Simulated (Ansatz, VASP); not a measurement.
# Two plane-wave programs on Mo

```
CELL_PARAMETERS angstrom
-1.58164 1.58164 1.58164
1.58164 -1.58164 1.58164
1.58164 1.58164 -1.58164
ATOMIC_POSITIONS crystal
Mo 0.00000 0.00000 0.00000
```

Alike in both runs: functional PBE; k mesh 8 × 8 × 8; occupations gaussian, width 0.1 eV; no spin polarisation.

Ansatz relaxed the structure, and its values are those at the end. VASP's run is a single point on that final structure, the one shown.

```csv
,VASP,Ansatz
version,VASP 6.6.1,Ansatz 0.2.0
potentials or method,"VASP PAW PBE potentials, release 64 (Mo_sv), cutoff 500 eV","scalar-relativistic, plane waves, PAW"
valence electrons in the cell,14,14
```

|  | VASP | Ansatz | Ansatz less VASP |
| --- | --- | --- | --- |
| gap on the k mesh at the Fermi level (eV) | none | none | - |
| pressure (GPa) | 0.5 | 0.0 | -0.51 |

A gap of «none» marks a metal or a gap that the smearing closes. With one functional, cell and mesh, what is left measures potentials, basis and numerics.
